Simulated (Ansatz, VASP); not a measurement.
## SrVO3 in VASP and in Ansatz

File INCAR:

```
SYSTEM = SrVO3
  PREC = Accurate
  ENCUT = 520
  EDIFF = 1E-6
  ISMEAR = -1
  SIGMA = 0.05
  LREAL = .False.
  LASPH = .True.
  NELM = 150
  ALGO = Normal
  ISIF = 2
  LWAVE = .False.
  LCHARG = .True.
  ISPIN = 2
  MAGMOM = 0 2 0 0 0
  LORBIT = 11
  LMAXMIX = 4
  GGA = RP
  LELF = .True.
  LVHAR = .True.
  NBANDS = 32
```

Contents of KPOINTS:

```
Automatic mesh
0
Gamma
  7 7 7
  0 0 0
```

The input POSCAR:

```
SrVO3
1.0
    3.8409000000      0.0000000000      0.0000000000
    0.0000000000      3.8409000000      0.0000000000
    0.0000000000      0.0000000000      3.8409000000
Sr V O
1 1 3
Direct
    0.5000000000      0.5000000000      0.5000000000
    0.0000000000      0.0000000000      0.0000000000
    0.0000000000      0.0000000000      0.5000000000
    0.0000000000      0.5000000000      0.0000000000
    0.5000000000      0.0000000000      0.0000000000
```

input.yaml

```yaml
crystal:
  lattice:
    - [3.8409, 0.0, 0.0]
    - [0.0, 3.8409, 0.0]
    - [0.0, 0.0, 3.8409]
  atoms:
    - { symbol: Sr, position: [0.5, 0.5, 0.5] }
    - { symbol: V, position: [0.0, 0.0, 0.0], spin: 2.0 }
    - { symbol: O, position: [0.0, 0.0, 0.5] }
    - { symbol: O, position: [0.0, 0.5, 0.0] }
    - { symbol: O, position: [0.5, 0.0, 0.0] }
hamiltonian:
  xc: rpbe
  pseudopotentials: { kind: paw }
magnetization:
  spin_polarized: true
kpoints:
  mp_grid: { grid: [7, 7, 7] }
  band_path:
    path:
      - [[0.0, 0.0, 0.0], [0.0, 0.5, 0.0], [0.5, 0.5, 0.0], [0.0, 0.0, 0.0], [0.5, 0.5, 0.5], [0.0, 0.5, 0.0]]
      - [[0.5, 0.5, 0.0], [0.5, 0.5, 0.5]]
    npoints: 14
scf:
  occupations: { method: fermi_dirac, width: 0.05 }
  n_extra_bands: 12
output:
  forces: true
  stress: true
  eigenvalues: true
  fatbands: true
```

Alike in both runs: functional RPBE; k mesh 7 × 7 × 7; occupations fermi-dirac, width 0.05 eV; collinear spin.

```csv
,VASP,Ansatz
version,VASP 6.6.1,Ansatz 0.2.0
potentials or method,"VASP PAW PBE potentials, release 64 (Sr_sv, V_sv, O)",Ansatz PAW
plane-wave cutoff (eV),520,420
valence electrons in the cell,41,41
task,single point,band structure
```

|  | VASP | Ansatz | Ansatz less VASP |
| --- | --- | --- | --- |
| gap on the k mesh at the Fermi level (eV) | none | none | - |
| pressure (GPa) | 8.2 | 7.3 | -0.86 |
| net moment per atom (μB) | 0.00 | 0.00 | -0.001 |

VASP's potentials were made for PBE, not for RPBE. A gap of «none» marks a metal or a gap that the smearing closes.
